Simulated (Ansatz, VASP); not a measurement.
# Two plane-wave programs on Ir

```
Ir
1.0
     0.00000    1.94171    1.94171
     1.94171    0.00000    1.94171
     1.94171    1.94171    0.00000
Ir
1
Direct
  0.00000 0.00000 0.00000
```

Alike in both runs: functional revPBE; k mesh 14 × 14 × 14; occupations fermi-dirac, width 0.1 eV; no spin polarisation.

Ansatz relaxed the structure, and its values are those at the end. VASP's run is a single point on that final structure, the one shown.

|  | VASP | Ansatz |
| --- | --- | --- |
| version | VASP 6.6.1 | Ansatz 0.2.0 |
| potentials or method | VASP PAW PBE potentials, release 64 (Ir), cutoff 520 eV | plane waves (420 eV) with PAW, scalar-relativistic |
| valence electrons in the cell | 9 | 17 |

|  | VASP | Ansatz | Ansatz less VASP |
| --- | --- | --- | --- |
| pressure (GPa) | 0.3 | 0.0 | -0.38 |

VASP's potentials were made for PBE, not for revPBE. VASP's potentials hold 9 valence electrons a cell and Ansatz's 17, so a difference there can come from the potentials and not from the codes.

Spin-orbit coupling is off throughout.
